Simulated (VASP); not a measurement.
# CdF2 (Fm-3m) in VASP: notebook, part 2 of 2

VASP 6.6.1. The steps go on from the part before.

## 3. Single point, r2SCAN (strain +3.7%)

POSCAR

```
CdF2
1.0
    0.0000000000      2.7826412703      2.7826412703
    2.7826412703      0.0000000000      2.7826412703
    2.7826412703      2.7826412703      0.0000000000
Cd F
1 2
Direct
    0.0000000000      0.0000000000      0.0000000000
    0.2500000000      0.2500000000      0.2500000000
    0.7500000000      0.7500000000      0.7500000000
```

INCAR.step1

```
PREC     = Accurate       # precision mode
ENCUT    = 520            # plane-wave cutoff, eV
ISMEAR   = 0              # smearing method
SIGMA    = 0.01           # smearing width, eV
LREAL    = False          # projectors in reciprocal space
LASPH    = True           # aspherical terms in the spheres
NELM     = 80             # most SCF steps
NBANDS   = 20             # bands
GGA      = PE             # functional
ALGO     = Normal         # electronic algorithm
EDIFF    = 1E-4           # SCF threshold, eV
LWAVE    = True           # write WAVECAR
LCHARG   = False          # write CHGCAR
```

INCAR.step2

```
PREC     = Accurate       # precision mode
ENCUT    = 520            # plane-wave cutoff, eV
EDIFF    = 1E-6           # SCF threshold, eV
ISMEAR   = 0              # smearing method
SIGMA    = 0.01           # smearing width, eV
LREAL    = False          # projectors in reciprocal space
LASPH    = True           # aspherical terms in the spheres
NELM     = 80             # most SCF steps
ALGO     = Normal         # electronic algorithm
ISIF     = 2              # what is computed and relaxed
LWAVE    = False          # write WAVECAR
LCHARG   = True           # write CHGCAR
METAGGA  = R2SCAN         # meta-GGA
LMIXTAU  = True         
LELF     = True           # ELF
LVHAR    = True         
NBANDS   = 20             # bands
ISTART   = 1
```

KPOINTS

```
regular mesh
0
Gamma
  8 8 8
```

Potentials or basis: VASP PAW PBE potentials, release 64 (Cd, F).

The run is started by

```bash
$ cat potpaw_PBE.64/Cd/POTCAR potpaw_PBE.64/F/POTCAR > POTCAR
$ cp INCAR.step1 INCAR
$ mpirun -np 1 vasp_std > vasp.out
$ cp INCAR.step2 INCAR
$ mpirun -np 1 vasp_std > vasp.out
```

OUTCAR:

```text
PREC = Accurate
   ENCUT = 520
   EDIFF = 1E-6
   ISMEAR = 0
   LREAL = False
   LASPH = True
   NELM = 80
   ISIF = 2
   METAGGA = R2SCAN
   ISTART = 1

 ion  position               nearest neighbor table
   1  0.000  0.000  0.000-   3 2.41   3 2.41   3 2.41   2 2.41   2 2.41   2 2.41   3 2.41   2 2.41

   2  0.250  0.250  0.250-   1 2.41   1 2.41   1 2.41   1 2.41
   3  0.750  0.750  0.750-   1 2.41   1 2.41   1 2.41   1 2.41

  LATTYP: Found a face centered cubic cell.
 ALAT       =     5.5652825406

  Lattice vectors:

 A1 = (   0.0000000000,   2.7826412703,   2.7826412703)
 A2 = (   2.7826412703,   0.0000000000,   2.7826412703)
 A3 = (   2.7826412703,   2.7826412703,   0.0000000000)

Analysis of symmetry for initial positions (statically):
=====================================================================
 Subroutine PRICEL returns:
 Original cell was already a primitive cell.

 Routine SETGRP: Setting up the symmetry group for a
[... 159 lines left out ...]
   NGX = 15   NGY = 15   NGZ = 15

 number of electron      26.0000010 magnetization

 Free energy of the ion-electron system (eV)
  ---------------------------------------------------
  ext. energy  EPLUGINS =         0.00000000
  ---------------------------------------------------
  free energy    TOTEN  =       -33.62709607 eV

  energy without entropy =      -33.62709607  energy(sigma->0) =      -33.62709607

 E-fermi :  -2.4849     XC(G=0): -10.4932

 val. band max:       -2.5338388043   @ k =  -0.2500   0.5000   0.2500
 cond. band min:       0.8653109254   @ k =   0.0000   0.0000   0.0000
 fundamental gap:      3.3991497297
 Fermi energy:        -2.4849266731

 k-point     1 :       0.0000    0.0000    0.0000
  band No.  band energies     occupation
      1     -23.9839      2.00000
      2     -23.1546      2.00000
      3      -7.9522      2.00000
      4      -7.9522      2.00000
      5      -7.9522      2.00000
      6      -7.1098      2.00000
[... 541 lines left out ...]
     19      16.2214      0.00000
     20      19.8171      0.00000

 [... further k-points ...]
[... 5 lines left out ...]
  --------------------------------------------------------------------------------------
  -------------------------------------------------------------------------------------
  Total       -2.1915080     -2.1915080     -2.1915080      0.0000000      0.0000000     -0.0000000
  in kB      -81.4801806    -81.4801806    -81.4801806      0.0000000      0.0000000     -0.0000000
  external PRESSURE =     -81.4801806 kB  Pullay stress =       0.0000000 kB

 VOLUME and BASIS-vectors are now :
 -----------------------------------------------------------------------------
  energy-cutoff  :      520.00
  volume of cell :       43.09
      direct lattice vectors                 reciprocal lattice vectors
     0.000000000  2.782641270  2.782641270    -0.179685397  0.179685397  0.179685397
     2.782641270  0.000000000  2.782641270     0.179685397 -0.179685397  0.179685397
     2.782641270  2.782641270  0.000000000     0.179685397  0.179685397 -0.179685397

 POSITION                                       TOTAL-FORCE (eV/Angst)
 -----------------------------------------------------------------------------------
      0.00000      0.00000      0.00000         0.000000      0.000000     -0.000000
      1.39132      1.39132      1.39132         0.000000      0.000000      0.000000
      4.17396      4.17396      4.17396        -0.000000     -0.000000     -0.000000
 -----------------------------------------------------------------------------------
    total drift:                                0.000000     -0.000000      0.000000

  FREE ENERGIE OF THE ION-ELECTRON SYSTEM (eV)
  ---------------------------------------------------
  free  energy   TOTEN  =       -33.6270960714 eV

  energy  without entropy=      -33.6270960714  energy(sigma->0) =      -33.62709607
```

OSZICAR.step1:

```text
N       E                     dE             d eps       ncg     rms          rms(c)
DAV:   1     0.201441253056E+03    0.20144E+03   -0.15357E+04  1176   0.130E+03
DAV:   2    -0.328912554209E+01   -0.20473E+03   -0.19552E+03  1272   0.341E+02
DAV:   3    -0.127086716379E+02   -0.94195E+01   -0.93927E+01  1352   0.795E+01
DAV:   4    -0.127525885703E+02   -0.43917E-01   -0.43914E-01  1248   0.567E+00
DAV:   5    -0.127527484404E+02   -0.15987E-03   -0.15987E-03  1312   0.305E-01    0.925E+00
DAV:   6    -0.108668883630E+02    0.18859E+01   -0.43824E+00  1476   0.406E+01    0.647E+00
DAV:   7    -0.109139867247E+02   -0.47098E-01   -0.99934E-01  1184   0.882E+00    0.366E+00
DAV:   8    -0.109012146220E+02    0.12772E-01   -0.18312E-01  1212   0.370E+00    0.795E-01
DAV:   9    -0.108898067770E+02    0.11408E-01   -0.42718E-02  1336   0.219E+00    0.107E-01
DAV:  10    -0.108903480475E+02   -0.54127E-03   -0.32815E-03  1188   0.686E-01    0.138E-01
DAV:  11    -0.108904704174E+02   -0.12237E-03   -0.34176E-04  1156   0.185E-01    0.570E-02
DAV:  12    -0.108904855188E+02   -0.15101E-04   -0.10487E-04   944   0.856E-02
   1 F= -.10890486E+02 E0= -.10890486E+02  d E =-.558739E-62
```

Run time: 74 s. Hardware: 1 thread of Intel Xeon Platinum 8488C (Sapphire Rapids), shared host; peak memory 0.18 GiB.

Results:

* Free energy: -33.6271 eV
* Pressure: -8.1 GPa
* Band gap on the k mesh: 3.40 eV, indirect (least direct gap 4.01 eV)

Caveat: the cell differs from its parent crystal (strain +3.7%); the PAW data sets were made with another functional, which shifts forces and pressure a little. A k mesh can miss the band edges.
